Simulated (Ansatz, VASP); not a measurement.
## Al3B2W in VASP and in Ansatz

```
CELL_PARAMETERS angstrom
2.97311 0.00000 0.00000
-1.48655 2.57479 0.00000
0.00000 0.00000 9.91687
ATOMIC_POSITIONS crystal
Al 0.00000 0.00000 0.82465
Al 0.33333 0.66667 0.38345
Al 0.66667 0.33333 0.60772
B 0.33333 0.66667 0.99730
B 0.66667 0.33333 0.00240
W 0.00000 0.00000 0.16449
```

Alike in both runs: functional PBE; k mesh 12 × 12 × 4; occupations gaussian, width 0.1 eV; no spin polarisation.

Ansatz relaxed the structure, and its values are those at the end. VASP's run is a single point on that final structure, the one shown.

|  | VASP | Ansatz |
| --- | --- | --- |
| version | VASP 6.6.1 | Ansatz 0.2.0 |
| potentials or method | VASP PAW PBE potentials, release 64 (Al, B, W_sv), cutoff 520 eV | scalar-relativistic, plane waves, PAW |
| valence electrons in the cell | 29 | 29 |

```csv
,VASP,Ansatz,Ansatz less VASP
gap on the k mesh at the Fermi level (eV),none,none,-
pressure (GPa),0.1,0.0,-0.12
rms of the force components (eV/Å),0.010,0.001,-0.0095
```

A gap of «none» marks a metal or a gap that the smearing closes.

Spin-orbit coupling is off throughout.
